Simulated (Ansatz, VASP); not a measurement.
One calculation of AlCo3, two programs

```
Al Co
1.0
     3.57495    0.00000    0.00000
     0.00000    3.57495    0.00000
     0.00000    0.00000    3.57495
Al Co
1 3
Direct
  0.00000 0.00000 0.00000
  0.50000 0.50000 0.00000
  0.50000 0.00000 0.50000
  0.00000 0.50000 0.50000
```

Alike in both runs: task single point; functional PBEsol; k mesh 12 × 12 × 12; occupations gaussian, width 0.1 eV; collinear spin.

|  | VASP | Ansatz |
| --- | --- | --- |
| version | VASP 6.6.1 | Ansatz 0.2.0 |
| potentials or method | VASP PAW PBE potentials, release 64 (Al, Co), cutoff 520 eV | scalar-relativistic, plane waves, PAW |
| valence electrons in the cell | 30 | 54 |

```tsv
	VASP	Ansatz	Ansatz less VASP
gap on the k mesh at the Fermi level (eV)	none	none	-
pressure (GPa)	-7.6	-7.4	+0.22
net moment per atom (μB)	0.96	0.97	+0.005
size of the moment on the site where the two differ most (μB)	1.32	1.35	+0.028
```

VASP's potentials were made for PBE, not for PBEsol. Site moments also hang on the region over which each program counts them. A gap of «none» marks a metal or a gap that the smearing closes. VASP's potentials hold 30 valence electrons a cell and Ansatz's 54, so a difference there can come from the potentials and not from the codes.
